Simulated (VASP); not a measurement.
Crystal: CsSnI3.

```xyz
5
Lattice="6.4287 0.0000 0.0000 0.0000 6.4287 0.0000 0.0000 0.0000 6.1961" Properties=species:S:1:pos:R:3 pbc="T T T"
Cs    0.0000    0.0000    0.0000
Sn    3.2144    3.2144    3.0980
I     3.2144    3.2144    0.0000
I     3.2144    0.0000    3.0980
I     0.0000    3.2144    3.0980
```

This cell differs from its parent crystal: epitaxial xy strain +3.0%.

Base run:

| Quantity | Value |
| --- | --- |
| Program | VASP 6.6.1 |
| Functional | r2SCAN |
| Potentials or basis | VASP PAW PBE potentials, release 64 (Cs_sv, Sn_d, I) |
| Cutoff | 520 eV |
| k mesh | 4 × 4 × 4 |
| Occupations | gaussian, width 0.01 eV |
| Spin | no spin polarisation |

Its results: band gap on the k mesh 0.64 eV; pressure -0.8 GPa.

The run is repeated on the same cell with these changes: functional from r2SCAN to HSE06; k mesh from 4 × 4 × 4 to 2 × 2 × 2. What comes out?

Band gap on the k mesh 0.98 eV; pressure 0.4 GPa.

Several settings changed at once.

Caveats: some runs use coarse meshes; the PAW data sets were made with another functional, which shifts forces and pressure a little; spin-orbit coupling is left out, which moves the levels of the heavy elements.

A k mesh can miss the band edges.
